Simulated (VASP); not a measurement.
Write the native input for VASP 6.6.1 that does the following.

```
Task                   : single point
Functional             : PBEsol
Potentials or basis    : VASP PAW PBE potentials, release 64 (Rb_sv, Br)
Cutoff                 : 520 eV
k mesh                 : 7 × 7 × 7
Occupations            : fermi-dirac, width 0.03 eV
Spin                   : no spin polarisation
Dipole correction      : no
Further INCAR settings : ALGO = Normal; EDIFF = 1e-06; NBANDS = 15
```

The structure of RbBr lies in POSCAR:

```
RbBr
1.0
    0.0000000000      3.3811767539      3.3811767539
    3.3811767539      0.0000000000      3.3811767539
    3.3811767539      3.3811767539      0.0000000000
Rb Br
1 1
Direct
    0.0000000000      0.0000000000      0.0000000000
    0.5000000000      0.5000000000      0.5000000000
```

This cell differs from its parent crystal: volume scaled by 0.96.

The input as run:

INCAR

```
SYSTEM = RbBr
  PREC = Accurate
  ENCUT = 520
  EDIFF = 1E-6
  ISMEAR = -1
  SIGMA = 0.03
  LREAL = .False.
  LASPH = .True.
  NELM = 60
  ALGO = Normal
  ISIF = 2
  LWAVE = .False.
  LCHARG = .False.
  GGA = PS
  NBANDS = 15
```

KPOINTS

```
Automatic mesh
0
Gamma
  7 7 7
  0 0 0
```

Potentials or basis: VASP PAW PBE potentials, release 64 (Rb_sv, Br).

Launch:

```sh
$ cat potpaw_PBE.64/Rb_sv/POTCAR potpaw_PBE.64/Br/POTCAR > POTCAR
$ mpirun -np 1 vasp_std > vasp.out
```

It gave:

```
Pressure               : 0.6 GPa
Band gap on the k mesh : 4.31 eV, direct
```

Caveat: the PAW data sets were made with another functional, which shifts forces and pressure a little.

It took 34 s on 1 thread of Intel(R) Xeon(R) Platinum 8259CL CPU @ 2.50GHz (Skylake/Cascade Lake) (shared host), peak memory 0.21 GiB.
